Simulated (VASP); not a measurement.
SiO2 (Cristobalite high): single point with PBE

The system is SiO2 (Cristobalite high).

```xyz
24
Lattice="7.2542 0.0000 0.0000 0.0000 7.2542 0.0000 0.0000 0.0000 7.2542" Properties=species:S:1:pos:R:3 pbc="T T T"
Si    1.9940    1.9940    1.9940
Si    1.6331    5.2603    5.6211
Si    5.6211    1.6331    5.2603
Si    5.2603    5.6211    1.6331
Si    7.3814    7.3814    7.3814
Si    3.4999   -0.1272    3.7543
Si    3.7543    3.4999   -0.1272
Si   -0.1272    3.7543    3.4999
O     1.0603    1.0603    1.0603
O     2.5668    6.1939    4.6874
O     4.6874    2.5668    6.1939
O     6.1939    4.6874    2.5668
O     4.6390    4.7533    0.4081
O     6.2423    2.5009    4.0352
O     1.0119    6.1280    6.8462
O     2.6152    1.1262    3.2191
O     0.4081    4.6390    4.7533
O     4.0352    6.2423    2.5009
O     6.8462    1.0119    6.1280
O     3.2191    2.6152    1.1262
O     4.7533    0.4081    4.6390
O     2.5009    4.0352    6.2423
O     6.1280    6.8462    1.0119
O     1.1262    3.2191    2.6152
```

This cell differs from its parent crystal: volume scaled by 1.04, then relaxed in part.

| Item | Value |
| --- | --- |
| Program | VASP 6.6.1 |
| Task | single point |
| Functional | PBE |
| Potentials or basis | VASP PAW PBE potentials, release 64 (Si, O) |
| Cutoff | 520 eV |
| k mesh | 4 × 4 × 4 |
| Occupations | fermi-dirac, width 0.02 eV |
| Spin | no spin polarisation |
| Dipole correction | no |
| Further INCAR settings | LREAL = Auto; ALGO = Normal; EDIFF = 1e-06; NBANDS = 82 |

The pressure is -0.2 GPa, the largest force is 0.041 eV/Å and the band gap on the k mesh is 5.58 eV, indirect (the least direct gap lies 1.0 meV higher).

Forces in eV/Å, atoms in the order of the input:
```
Si   0.008  0.008  0.008
Si  -0.008 -0.008  0.008
Si   0.008 -0.008 -0.008
Si  -0.008  0.008 -0.008
Si   0.024  0.024  0.024
Si  -0.024 -0.024  0.024
Si   0.024 -0.024 -0.024
Si  -0.024  0.024 -0.024
O    0.011  0.011  0.011
O   -0.011 -0.011  0.011
O    0.011 -0.011 -0.011
O   -0.011  0.011 -0.011
O    0.001  0.005  0.014
O   -0.001 -0.005  0.014
O    0.001 -0.005 -0.014
O   -0.001  0.005 -0.014
O    0.014  0.001  0.005
O    0.014 -0.001 -0.005
O   -0.014  0.001 -0.005
O   -0.014 -0.001  0.005
O    0.005  0.014  0.001
O   -0.005  0.014 -0.001
O   -0.005 -0.014  0.001
O    0.005 -0.014 -0.001
```

Levels at points of the mesh, in eV from the valence-band top:
```csv
k point,band 62,band 63,band 64,band 65,band 66,band 67
"(0.00, 0.00, 0.00)",0.00,0.00,0.00,5.58,8.58,8.58
"(0.50, 0.00, 0.00)",-0.27,-0.26,-0.26,6.70,6.70,8.84
"(0.50, 0.50, 0.00)",-0.22,-0.14,-0.14,7.51,7.51,7.52
"(0.50, 0.50, 0.50)",0.00,0.00,0.00,7.73,7.73,7.73
```

Run time: 9.5 min on 1 thread of Oxide Virtual Turin-like Processor (shared host), peak memory 0.48 GiB.

 A k mesh can miss the band edges.
